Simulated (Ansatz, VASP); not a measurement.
## Ag2O: VASP beside Ansatz

The input INCAR:

```
SYSTEM = Ag2O
PREC = Accurate
ENCUT = 600
EDIFF = 1E-6
ISMEAR = 1
SIGMA = 0.05
LREAL = .False.
LASPH = .True.
NELM = 120
ALGO = Normal
ISIF = 2
LWAVE = .False.
LCHARG = .True.
GGA = RP
LELF = .True.
LVHAR = .True.
NBANDS = 37
GGA_COMPAT = .False.
```

KPOINTS

```
Automatic mesh
0
Gamma
  4 4 4
  0 0 0
```

File POSCAR:

```
Ag2O
1.0
    4.7180000000      0.0000000000      0.0000000000
    0.0000000000      4.7180000000      0.0000000000
    0.0000000000      0.0000000000      4.7180000000
Ag O
4 2
Direct
    0.2500000000      0.2500000000      0.2500000000
    0.2500000000      0.7500000000      0.7500000000
    0.7500000000      0.7500000000      0.2500000000
    0.7500000000      0.2500000000      0.7500000000
    0.0000000000      0.0000000000      0.0000000000
    0.5000000000      0.5000000000      0.5000000000
```

Input for Ansatz:

```yaml
crystal:
  lattice:
    - [4.718, 0.0, 0.0]
    - [0.0, 4.718, 0.0]
    - [0.0, 0.0, 4.718]
  atoms:
    - { symbol: Ag, position: [0.25, 0.25, 0.25] }
    - { symbol: Ag, position: [0.25, 0.75, 0.75] }
    - { symbol: Ag, position: [0.75, 0.75, 0.25] }
    - { symbol: Ag, position: [0.75, 0.25, 0.75] }
    - { symbol: O, position: [0.0, 0.0, 0.0] }
    - { symbol: O, position: [0.5, 0.5, 0.5] }
basis:
  ecutwfc: 470.0
kpoints:
  mp_grid:
    grid: [4, 4, 4]
hamiltonian:
  xc: rpbe
scf:
  occupations:
    method: cold
    width: 0.05
output:
  stress: true
```

Alike in both runs: task single point; functional RPBE; k mesh 4 × 4 × 4; no spin polarisation.

|  | VASP | Ansatz |
| --- | --- | --- |
| version | VASP 6.6.1 | Ansatz 0.2.0 |
| potentials or method | VASP PAW PBE potentials, release 64 (Ag, O), cutoff 600 eV | plane waves, PAW |
| occupations | methfessel-paxton of order 1, width 0.05 eV | cold, width 0.05 eV |
| valence electrons in the cell | 56 | 88 |

|  | VASP | Ansatz | Ansatz less VASP |
| --- | --- | --- | --- |
| pressure (GPa) | 8.4 | 8.6 | +0.21 |

VASP's potentials were made for PBE, not for RPBE. VASP's potentials hold 56 valence electrons a cell and Ansatz's 88, so a difference there can come from the potentials and not from the codes.
